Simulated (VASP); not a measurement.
# Mo in VASP: single point with PBE+D3(BJ)

Aim: the single point of Mo with PBE+D3(BJ).

Everything below comes from runs of VASP 6.6.1. Logs are shortened: lines on timing, memory, paths and dates and some standing lists are left out, and cuts for length are marked.

## (1) The cell of the first run

The cell holds a slab with vacuum, 4 atoms: a = 3.181 Å, b = 3.181 Å, c = 25.653 Å, α = 90.00°, β = 90.00°, γ = 90.00°.

## (2) Single point, PBE+D3(BJ)

Input file INCAR:

```
SYSTEM = Mo
  ALGO = Normal
  DIPOL = 0.5 0.5 0.662
  EDIFF = 1E-6
  ENCUT = 400
  GGA = PE
  GGA_COMPAT = .FALSE.
  IDIPOL = 3
  ISIF = 2
  ISMEAR = 1
  IVDW = 12
  LASPH = .TRUE.
  LCHARG = .FALSE.
  LDIPOL = .TRUE.
  LREAL = .FALSE.
  LWAVE = .FALSE.
  NBANDS = 36
  NELM = 120
  NELMDL = -8
  PREC = Accurate
  SIGMA = 0.1
```

Input file KPOINTS:

```
k-points
0
G
  10 10 1
  0 0 0
```

Input file POSCAR:

```
Mo
1.0
    3.1805471856      0.0000000000      0.0000000000
    0.0000000000      3.1805471856      0.0000000000
    0.0000000000      0.0000000000     25.6526770493
Mo
4
Direct
    0.5000000000      0.5000000000      0.5755671777
    0.0000000000      0.0000000000      0.6291493746
    0.5000000000      0.5000000000      0.6952432369
    0.0000000000      0.0000000000      0.7461953298
```

Potentials or basis: VASP PAW PBE potentials, release 64 (Mo_sv).

Command:

```bash
$ cat potpaw_PBE.64/Mo_sv/POTCAR > POTCAR
$ mpirun -np 1 vasp_std > vasp.out
```

OUTCAR:

```text
SYSTEM = Mo
   EDIFF = 1E-6
   ENCUT = 400
   GGA = PE
   ISIF = 2
   ISMEAR = 1
   IVDW = 12
   LASPH = .TRUE.
   LREAL = .FALSE.
   NELM = 120
   NELMDL = -8
   PREC = Accurate
 IVDW          = 12

 ion  position               nearest neighbor table
   1  0.500  0.500  0.576-   2 2.64   2 2.64   2 2.64   2 2.64   3 3.07
   2  0.000  0.000  0.629-   1 2.64   1 2.64   1 2.64   1 2.64   3 2.82   3 2.82   3 2.82   3 2.82
                             4 3.00
   3  0.500  0.500  0.695-   4 2.60   4 2.60   4 2.60   4 2.60   2 2.82   2 2.82   2 2.82   2 2.82
                             1 3.07
   4  0.000  0.000  0.746-   3 2.60   3 2.60   3 2.60   3 2.60   2 3.00

  LATTYP: Found a simple tetragonal cell.
 ALAT       =     3.1805471856
 C/A-ratio  =     8.0654917385

  Lattice vectors:

 A1 = (   3.1805471856,   0.0000000000,   0.0000000000)
 A2 = (   0.0000000000,   3.1805471856,   0.0000000000)
 A3 = (   0.0000000000,   0.0000000000,  25.6526770493)

Analysis of symmetry for initial positions (statically):
=====================================================================
 Subroutine PRICEL returns:
 Original cell was already a primitive cell.

 Routine SETGRP: Setting up the symmetry group for a
 simple tetragonal supercell.

 Subroutine GETGRP returns: Found  8 space group operations
 (whereof  8 operations were pure point group operations)
 out of a pool of 16 trial point group operations.

The static configuration has the point symmetry C_4v.

Analysis of symmetry for dynamics (positions and initial velocities):
=====================================================================
 Subroutine PRICEL returns:
 Original cell was already a primitive cell.

 Routine SETGRP: Setting up the symmetry group for a
 simple tetragonal supercell.

 Subroutine GETGRP returns: Found  8 space group operations
 (whereof  8 operations were pure point group operations)
 out of a pool of 16 trial point group operations.

The dynamic configuration has the point symmetry C_4v.

 Subroutine INISYM returns: Found  8 space group operations
 (whereof  8 operations are pure point group operations),
 and found     1 'primitive' translations

----------------------------------------------------------------------------------------

                                     Primitive cell

  volume of cell :     259.4994

[... 94 lines left out ...]
   ISIF   =      2    stress and relaxation
   ISYM   =      2    0-nonsym 1-usesym 2-fastsym
   POTIM  = 0.5000    time-step for ionic-motion
   TEBEG  =    0.0;   TEEND  =   0.0 temperature during run
   PSTRESS=    0.0 pullay stress
   NELECT =      56.0000    total number of electrons
   NUPDOWN=      -1.0000    fix difference up-down
   EMIN   =  10.00;   EMAX   =-10.00  energy-range for DOS
   EFERMI =   0.00;   METHOD = LEGACY
   ISMEAR =     1;   SIGMA  =   0.10  broadening in eV -4-tet -1-fermi 0-gaus
   EFERMI_NEDOS =   21; number of points for ismear=-14 and -15
   IALGO  =     38    algorithm
   IMIX   =      4    mixing-type and parameters
     AMIX     =   0.40;   BMIX     =  1.00
     AMIX_MAG =   1.60;   BMIX_MAG =  1.00
  volume/ion in A,a.u.               =      64.87       437.80
  Fermi-wavevector in a.u.,A,eV,Ry     =   0.981956  1.855628 13.119250  0.964238
  Thomas-Fermi vector in A             =   2.113002
   LORBIT       =      0    0 simple, 1 ext, 2 COOP (PROOUT), +10 PAW based schemes
   GGA     = PE    functional components
   LHFCALC =     F    Hartree Fock is set to
   AEXX    =    0.0000 exact exchange contribution
   IVDW    =    12    specifies the selected vdW correction
   LEPSILON=     F    determine dielectric tensor
   LRPA    =     F    only Hartree local field effects (RPA)
 non-spin polarized calculation
 Methfessel and Paxton  Order N= 1 SIGMA  =   0.10
  energy-cutoff  :      400.00
  volume of cell :      259.50
 maximum number of plane-waves:      4787
 NGX is ok and might be reduce to    24
   NGX = 11   NGY = 11   NGZ = 83

 dipolmoment           0.000000      0.000000     -0.001580 electrons x Angstroem

 number of electron      56.0000006 magnetization

 dipolmoment           0.000000      0.000000      0.003154 electrons x Angstroem

 Free energy of the ion-electron system (eV)
  ---------------------------------------------------
  ext. energy  EPLUGINS =         0.00000000
  ---------------------------------------------------
  free energy    TOTEN  =       -39.71079398 eV

  energy without entropy =      -39.70703901  energy(sigma->0) =      -39.70954232

 E-fermi :   0.1120     XC(G=0):  -4.0998

 val. band max:        0.0939018073   @ k =   0.5000   0.3000   0.0000
 cond. band min:       0.1230522299   @ k =   0.1000   0.1000   0.0000
 fundamental gap:      0.0291504226
 Fermi energy:         0.1119852530

 k-point     1 :       0.0000    0.0000    0.0000
  band No.  band energies     occupation
      1     -60.7761      2.00000
      2     -60.6380      2.00000
      3     -60.2943      2.00000
      4     -60.2208      2.00000
      5     -35.0214      2.00000
      6     -35.0214      2.00000
[... 808 lines left out ...]
     35       2.9532      0.00000
     36       2.9665      0.00000

------------------------ aborting loop because EDIFF is reached ----------------------------------------

 vacuum level on the upper side and lower side of the slab       (xc-potential included)         0.020        -0.035

 Edisp (eV)   -1.78943

 E8    (eV) :    -0.8865

  FORCE on cell =-STRESS in cart. coord.  units (eV):
  Direction    XX          YY          ZZ          XY          YZ          ZX
  --------------------------------------------------------------------------------------
  -------------------------------------------------------------------------------------
  Total      -5.61248    -5.61248    -0.89572     0.00000     0.00000     0.00000
  in kB     -34.65208   -34.65208    -5.53028     0.00000     0.00000     0.00000
  external pressure =      -24.94 kB  Pullay stress =        0.00 kB

 VOLUME and BASIS-vectors are now :
 -----------------------------------------------------------------------------
  energy-cutoff  :      400.00
  volume of cell :      259.50
      direct lattice vectors                 reciprocal lattice vectors
     3.180547186  0.000000000  0.000000000     0.314411308  0.000000000  0.000000000
     0.000000000  3.180547186  0.000000000     0.000000000  0.314411308  0.000000000
     0.000000000  0.000000000 25.652677049     0.000000000  0.000000000  0.038982286

 POSITION                                       TOTAL-FORCE (eV/Angst)
 -----------------------------------------------------------------------------------
      1.59027      1.59027     14.76484         0.000000     -0.000000      0.557448
      0.00000      0.00000     16.13937         0.000000      0.000000     -0.581464
      1.59027      1.59027     17.83485         0.000000      0.000000     -0.165745
      0.00000      0.00000     19.14191         0.000000      0.000000      0.189761
 -----------------------------------------------------------------------------------
    total drift:                                0.000000     -0.000000      0.000259

  FREE ENERGIE OF THE ION-ELECTRON SYSTEM (eV)
  ---------------------------------------------------
  free  energy   TOTEN  =       -41.5002198755 eV

  energy  without entropy=      -41.4964649044  energy(sigma->0) =      -41.49896822

 vacuum level on the upper side and lower side of the slab         3.971         3.916
```

It took 2.8 min on 1 thread of Intel Xeon Platinum 8488C (Sapphire Rapids), shared host; peak memory 0.35 GiB.

Results:

```yaml
Free_energy: -41.5002 eV
Largest_force: 0.581 eV/Å
Band_gap_on_the_k_mesh: zero (band 28 reaches 1.56 eV, above the bottom of band 29 at -0.06 eV)
Dispersion_energy_per_atom: -0.447 eV
```

Forces in eV/Å, atoms in the order of the input:
```
Mo   0.000  0.000  0.557
Mo   0.000  0.000 -0.581
Mo   0.000  0.000 -0.166
Mo   0.000  0.000  0.190
```
